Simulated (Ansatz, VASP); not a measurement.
**One calculation of Pd, two programs**

INCAR

```
PREC = Accurate ; ENCUT = 520
EDIFF = 1E-6 ; ISMEAR = -1
SIGMA = 0.05 ; LREAL = F
LASPH = T ; NELM = 80
ALGO = Normal ; ISIF = 2
LWAVE = F ; LCHARG = F
LDIPOL = T ; IDIPOL = 3
DIPOL = 0.5 0.5 0.500 ; GGA = PE
NBANDS = 39
```

Contents of KPOINTS:

```
regular mesh
0
Gamma
  10 10 1
```

Contents of POSCAR:

```
Pd
1.0
    2.7505039575      0.0000000000      0.0000000000
    0.0000000000      2.7505039575      0.0000000000
    0.0000000000      0.0000000000     24.7245000000
Pd
6
Direct
    0.5000000000      0.5000000000      0.3033428381
    0.0000000000      0.0000000000      0.3820057028
    0.5000000000      0.5000000000      0.4606685676
    0.0000000000      0.0000000000      0.5393314324
    0.5000000000      0.5000000000      0.6179942972
    0.0000000000      0.0000000000      0.6966571619
```

Contents of input.yaml:

```yaml
crystal:
  lattice:
    - [2.7505039575, 0.0, 0.0]
    - [0.0, 2.7505039575, 0.0]
    - [0.0, 0.0, 24.7245]
  atoms:
    - { symbol: Pd, position: [0.5, 0.5, 0.3033428381] }
    - { symbol: Pd, position: [0.0, 0.0, 0.3820057028] }
    - { symbol: Pd, position: [0.5, 0.5, 0.4606685676] }
    - { symbol: Pd, position: [0.0, 0.0, 0.5393314324] }
    - { symbol: Pd, position: [0.5, 0.5, 0.6179942972] }
    - { symbol: Pd, position: [0.0, 0.0, 0.6966571619] }
hamiltonian:
  xc: pbe
  pseudopotentials: { kind: paw }
kpoints:
  mp_grid: { grid: [10, 10, 1] }
scf:
  occupations: { method: fermi_dirac, width: 0.05 }
output:
  forces: true
  eigenvalues: true
efield:
  axis: 3
  dipole_correction: true
  ramp_width: 0.04
```

Alike in both runs: task single point; functional PBE; k mesh 10 × 10 × 1; occupations fermi-dirac, width 0.05 eV; no spin polarisation.

|  | VASP | Ansatz |
| --- | --- | --- |
| version | VASP 6.6.1 | Ansatz 0.2.0 |
| potentials or method | VASP PAW PBE potentials, release 64 (Pd) | Ansatz PAW |
| plane-wave cutoff (eV) | 520 | 420 |
| valence electrons in the cell | 60 | 108 |

Ansatz gave:

- gap on the k mesh at the Fermi level (eV): none
- rms of the force components (eV/Å): 0.080

Task: Which values does VASP return?

Result: gap on the k mesh at the Fermi level (eV): none; rms of the force components (eV/Å): 0.076.

Atom by atom the forces differ by 0.005 eV/Å (rms over components). A gap of «none» marks a metal or a gap that the smearing closes. VASP's potentials hold 60 valence electrons a cell and Ansatz's 108, so a difference there can come from the potentials and not from the codes.
